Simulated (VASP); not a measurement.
Write the native input for VASP 6.6.1 that does the following.

```yaml
Task: single point
Functional: r2SCAN
Potentials_or_basis: VASP PAW PBE potentials, release 64 (Ta_pv)
Cutoff: 520 eV
k_mesh: 6 × 6 × 6
Occupations: fermi-dirac, width 0.1 eV
Spin: no spin polarisation
Dipole_correction: no
Further_INCAR_settings: ALGO = Normal; EDIFF = 1e-06; NBANDS = 18
```

The system is Ta.

```xyz
2
Lattice="0.0000 3.0447 3.0447 3.0447 0.0000 3.0447 3.0447 3.0447 0.0000" Properties=species:S:1:pos:R:3 pbc="T T T"
Ta    0.0000    0.0000    0.0000
Ta    1.5224    1.5224    1.5224
```

One way to write it, as run:

POSCAR

```
Ta
1.0
    0.0000000000      3.0447450201      3.0447450201
    3.0447450201      0.0000000000      3.0447450201
    3.0447450201      3.0447450201      0.0000000000
Ta
2
Direct
    0.0000000000      0.0000000000      0.0000000000
    0.2500000000      0.2500000000      0.2500000000
```

INCAR.step1

```
PREC = Accurate
ENCUT = 520
ISMEAR = -1
SIGMA = 0.1
LREAL = False
LASPH = True
NELM = 80
NBANDS = 18
GGA = PE
ALGO = Normal
EDIFF = 1E-4
LWAVE = True
LCHARG = False
```

INCAR.step2

```
PREC = Accurate
ENCUT = 520
EDIFF = 1E-6
ISMEAR = -1
SIGMA = 0.1
LREAL = False
LASPH = True
NELM = 80
ALGO = Normal
ISIF = 2
LWAVE = False
LCHARG = False
METAGGA = R2SCAN
LMIXTAU = True
NBANDS = 18
ISTART = 1
```

KPOINTS

```
regular mesh
0
Gamma
  6 6 6
```

Potentials or basis: VASP PAW PBE potentials, release 64 (Ta_pv).

Run with:

```bash
$ cat potpaw_PBE.64/Ta_pv/POTCAR > POTCAR
$ cp INCAR.step1 INCAR
$ mpirun -np 1 vasp_std > vasp.out
$ cp INCAR.step2 INCAR
$ mpirun -np 1 vasp_std > vasp.out
```

It gave:

| Quantity | Value |
| --- | --- |
| Pressure | -0.8 GPa |
| Band gap on the k mesh | zero (band 11 reaches 2.23 eV, above the bottom of band 12 at 1.55 eV) |

Caveat: the PAW data sets were made with another functional, which shifts forces and pressure a little; spin-orbit coupling is left out, which moves the levels of the heavy elements.

Run time: 22 s on 1 thread of Intel(R) Xeon(R) 6975P-C (Granite Rapids) (shared host), peak memory 0.18 GiB.
